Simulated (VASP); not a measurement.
The system is Ru.

```xyz
2
Lattice="2.7683 0.0000 0.0000 -1.3842 2.3974 0.0000 0.0000 0.0000 4.3483" Properties=species:S:1:pos:R:3 pbc="T T T"
Ru    0.0000    1.5983    1.0871
Ru    1.3842    0.7991    3.2612
```

Base run:

```yaml
Program: VASP 6.6.1
Functional: BLYP
Potentials_or_basis: VASP PAW PBE potentials, release 64 (Ru_pv)
Cutoff: 520 eV
k_mesh: 21 × 21 × 12
Occupations: fermi-dirac, width 0.1 eV
Spin: no spin polarisation
```

Its results: band gap on the k mesh zero (band 14 reaches 13.66 eV, above the bottom of band 15 at 10.77 eV); pressure 0.7 GPa.

The run is repeated on the same cell with these changes: k mesh from 21 × 21 × 12 to 7 × 7 × 4; further incar settings from ALGO = Normal; EDIFF = 1e-06; NBANDS = 21 to ALGO = Normal; EDIFF = 1e-07; NBANDS = 21. What comes out?

Band gap on the k mesh zero (band 14 reaches 13.47 eV, above the bottom of band 15 at 10.95 eV); pressure 1.1 GPa.

Caveats: some runs use coarse meshes; the PAW data sets were made with another functional, which shifts forces and pressure a little.
